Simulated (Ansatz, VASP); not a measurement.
# One calculation of Mg2CdSe3, two programs

```
Mg Cd Se
1.0
     4.30085    0.00000    0.00000
    -2.15042    3.72464    0.00000
     0.00000    0.00000   20.87662
Mg Cd Se
4 2 6
Direct
  0.66667 0.33333 0.16740
  0.66667 0.33333 0.83026
  0.33333 0.66667 0.33026
  0.33333 0.66667 0.66740
  0.66667 0.33333 0.50091
  0.33333 0.66667 0.00092
  0.66667 0.33333 0.29195
  0.66667 0.33333 0.62939
  0.66667 0.33333 0.95509
  0.33333 0.66667 0.12939
  0.33333 0.66667 0.45509
  0.33333 0.66667 0.79195
```

Alike in both runs: task single point; functional r2SCAN; k mesh 6 × 6 × 2; occupations gaussian, width 0.02 eV; no spin polarisation.

```csv
,VASP,Ansatz
version,VASP 6.6.1,Ansatz 0.2.0
potentials or method,"VASP PAW PBE potentials, release 64 (Mg, Cd, Se), cutoff 520 eV","scalar-relativistic, plane waves, PAW"
valence electrons in the cell,68,176
```

Ansatz gave:

```
gap on the k mesh at the Fermi level (eV) : 2.10
least direct gap on the mesh (eV)         : 2.10
pressure (GPa)                            : -1.2
rms of the force components (eV/Å)        : 0.011
```

Estimate VASP's values.

gap on the k mesh at the Fermi level (eV): 2.09; least direct gap on the mesh (eV): 2.09; pressure (GPa): -1.3; rms of the force components (eV/Å): 0.007.

VASP's potentials were made for PBE, not for r2SCAN. Atom by atom the forces differ by 0.014 eV/Å (rms over components). VASP's potentials hold 68 valence electrons a cell and Ansatz's 176, so a difference there can come from the potentials and not from the codes.
